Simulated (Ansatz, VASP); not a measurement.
One calculation of CaS, two programs

```xyz
2
Lattice="0.0000 2.8558 2.8558 2.8558 0.0000 2.8558 2.8558 2.8558 0.0000" Properties=species:S:1:pos:R:3 pbc="T T T"
Ca    0.0000    0.0000    0.0000
S     2.8558    2.8558    2.8558
```

Alike in both runs: functional PBE; k mesh 8 × 8 × 8; occupations gaussian, width 0.02 eV; no spin polarisation.

Ansatz relaxed the structure, and its values are those at the end. VASP's run is a single point on that final structure, the one shown.

|  | VASP | Ansatz |
| --- | --- | --- |
| version | VASP 6.6.1 | Ansatz 0.2.0 |
| potentials or method | VASP PAW PBE potentials, release 64 (Ca_sv, S), cutoff 500 eV | scalar-relativistic, plane waves, PAW |
| valence electrons in the cell | 16 | 16 |

|  | VASP | Ansatz | Ansatz less VASP |
| --- | --- | --- | --- |
| gap on the k mesh at the Fermi level (eV) | 2.38 | 2.38 | +0.005 |
| least direct gap on the mesh (eV) | 3.18 | 3.18 | +0.005 |
| pressure (GPa) | 0.1 | 0.0 | -0.14 |
